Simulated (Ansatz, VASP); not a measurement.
**NaF: VASP beside Ansatz**

```
Na F
1.0
     0.00000    2.31510    2.31510
     2.31510    0.00000    2.31510
     2.31510    2.31510    0.00000
Na F
1 1
Direct
  0.00000 0.00000 0.00000
  0.50000 0.50000 0.50000
```

Change from the starting cell: unstrained.

Alike in both runs: task single point; functional PBEsol; k mesh 10 × 10 × 10; no spin polarisation.

|  | VASP | Ansatz |
| --- | --- | --- |
| version | VASP 6.6.1 | Ansatz 0.2.0 |
| potentials or method | VASP PAW PBE potentials, release 64 (Na_pv, F), cutoff 520 eV | all-electron LAPW, scalar-relativistic |
| occupations | gaussian, width 0.01 eV | fixed |

```tsv
	VASP	Ansatz	Ansatz less VASP
gap on the k mesh at the Fermi level (eV)	6.17	6.18	+0.011
pressure (GPa)	-0.1	0.0	+0.10
```

VASP's potentials were made for PBE, not for PBEsol. Ansatz ran all-electron here, and VASP with PAW potentials.
